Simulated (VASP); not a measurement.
Write the native input for VASP 6.6.1 that does the following.

| Quantity | Value |
| --- | --- |
| Task | single point |
| Functional | PBEsol |
| Potentials or basis | VASP PAW PBE potentials, release 64 (As) |
| Cutoff | 520 eV |
| k mesh | 6 × 6 × 4 |
| Occupations | fermi-dirac, width 0.05 eV |
| Spin | no spin polarisation |
| Dipole correction | no |
| Further INCAR settings | ALGO = Normal; EDIFF = 1e-07; NBANDS = 18 |

The structure of As lies in POSCAR:

```
As
1.0
    1.8250000000     -5.5000000000      0.0000000000
    1.8250000000      5.5000000000      0.0000000000
    0.0000000000      0.0000000000      4.4700000000
As
4
Direct
    0.3900000000      0.6100000000      0.5600000000
    0.8900000000      0.1100000000      0.9400000000
    0.6100000000      0.3900000000      0.4400000000
    0.1100000000      0.8900000000      0.0600000000
```

These files were run (other wordings do the same):

INCAR

```
PREC     = Accurate       # precision mode
ENCUT    = 520            # plane-wave cutoff, eV
EDIFF    = 1E-7           # SCF threshold, eV
ISMEAR   = -1             # smearing method
SIGMA    = 0.05           # smearing width, eV
LREAL    = F              # projectors in reciprocal space
LASPH    = T              # aspherical terms in the spheres
NELM     = 60             # most SCF steps
ALGO     = Normal         # electronic algorithm
ISIF     = 2              # what is computed and relaxed
LWAVE    = F              # write WAVECAR
LCHARG   = F              # write CHGCAR
GGA      = PS             # functional
NBANDS   = 18             # bands
```

KPOINTS

```
Automatic mesh
0
Gamma
  6 6 4
```

Potentials or basis: VASP PAW PBE potentials, release 64 (As).

Command:

```console
$ cat potpaw_PBE.64/As/POTCAR > POTCAR
$ mpirun -np 1 vasp_std > vasp.out
```

It gave:

| Item | Value |
| --- | --- |
| Pressure | 0.1 GPa |
| Largest force | 0.082 eV/Å |

Caveat: the PAW data sets were made with another functional, which shifts forces and pressure a little.

It took 95 s on 1 thread of Intel(R) Xeon(R) Platinum 8259CL CPU @ 2.50GHz (Skylake/Cascade Lake) (shared host), peak memory 0.28 GiB.
